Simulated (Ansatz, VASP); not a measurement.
## Two plane-wave programs on KF

File INCAR:

```
SYSTEM = KF
  PREC = Accurate
  ENCUT = 520
  EDIFF = 1E-6
  ISMEAR = 0
  SIGMA = 0.05
  LREAL = .False.
  LASPH = .True.
  NELM = 80
  ALGO = Normal
  ISIF = 2
  LWAVE = .False.
  LCHARG = .False.
  GGA = PE
  NBANDS = 15
```

File KPOINTS:

```
Automatic mesh
0
Gamma
  8 8 8
  0 0 0
```

File POSCAR:

```
KF
1.0
    0.0000000000      2.7105354767      2.4056002356
    2.8054042184      0.0000000000      2.4056002356
    2.8054042184      2.7105354767      0.0000000000
K F
1 1
Direct
    0.0000000000      0.0000000000      0.0000000000
    0.5000000000      0.5000000000      0.5000000000
```

Input for Ansatz:

```yaml
crystal:
  lattice:
    - [0.0, 2.7105354767, 2.4056002356]
    - [2.8054042184, 0.0, 2.4056002356]
    - [2.8054042184, 2.7105354767, 0.0]
  atoms:
    - { symbol: K, position: [0.0, 0.0, 0.0] }
    - { symbol: F, position: [0.5, 0.5, 0.5] }
basis:
  ecutwfc: 520.0
kpoints:
  mp_grid: { grid: [8, 8, 8] }
hamiltonian:
  xc: pbe
scf:
  occupations: { method: gaussian, width: 0.05 }
output:
  forces: true
  stress: true
  eigenvalues: true
```

Change from the starting cell: normal strain along x +0.0350, normal strain along z -0.1125.

Alike in both runs: task single point; functional PBE; k mesh 8 × 8 × 8; occupations gaussian, width 0.05 eV; no spin polarisation.

|  | VASP | Ansatz |
| --- | --- | --- |
| version | VASP 6.6.1 | Ansatz 0.2.0 |
| potentials or method | VASP PAW PBE potentials, release 64 (K_sv, F), cutoff 520 eV | scalar-relativistic, plane waves, PAW |
| valence electrons in the cell | 16 | 16 |

|  | VASP | Ansatz | Ansatz less VASP |
| --- | --- | --- | --- |
| gap on the k mesh at the Fermi level (eV) | 6.02 | 6.04 | +0.020 |
| least direct gap on the mesh (eV) | 6.02 | 6.04 | +0.020 |
| pressure (GPa) | 5.3 | 5.2 | -0.15 |
| traceless stress, the component that is largest in VASP (GPa) | 9.05 | 8.71 | -0.337 |

With one functional, cell and mesh, what is left measures potentials, basis and numerics.
